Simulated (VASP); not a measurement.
Input of a VASP 6.6.1 run:

Contents of POSCAR:

```
Pb
1.0
   -1.9663728605      1.9663728605      1.9663728605
    1.9663728605     -1.9663728605      1.9663728605
    1.9663728605      1.9663728605     -1.9663728605
Pb
1
Direct
    0.0000000000      0.0000000000      0.0000000000
```

The input INCAR.step1:

```
SYSTEM = Pb
PREC = Accurate
ENCUT = 520
ISMEAR = -1
SIGMA = 0.05
LREAL = .False.
LASPH = .True.
NELM = 80
NBANDS = 13
GGA = PE
ALGO = Normal
EDIFF = 1E-4
LWAVE = .True.
LCHARG = .False.
```

Contents of INCAR.step2:

```
SYSTEM = Pb
PREC = Accurate
ENCUT = 520
EDIFF = 1E-6
ISMEAR = -1
SIGMA = 0.05
LREAL = .False.
LASPH = .True.
NELM = 80
ALGO = Normal
ISIF = 2
LWAVE = .False.
LCHARG = .False.
METAGGA = R2SCAN
LMIXTAU = .True.
NBANDS = 13
ISTART = 1
```

Contents of KPOINTS:

```
regular mesh
0
Gamma
  9 9 9
  0 0 0
```

Potentials or basis: VASP PAW PBE potentials, release 64 (Pb_d).

The run is started by

```console
$ cat potpaw_PBE.64/Pb_d/POTCAR > POTCAR
$ cp INCAR.step1 INCAR
$ mpirun -np 1 vasp_std > vasp.out
$ cp INCAR.step2 INCAR
$ mpirun -np 1 vasp_std > vasp.out
```

**Question.** What does it give for the pressure?

**Answer.** 0.5 GPa.

**Question.** What does it give for the band gap on the k mesh?

**Answer.** Zero (bands 7 and 8 overlap by 10.05 eV).

Caveat: the PAW data sets were made with another functional, which shifts forces and pressure a little; spin-orbit coupling is left out, which moves the levels of the heavy elements.
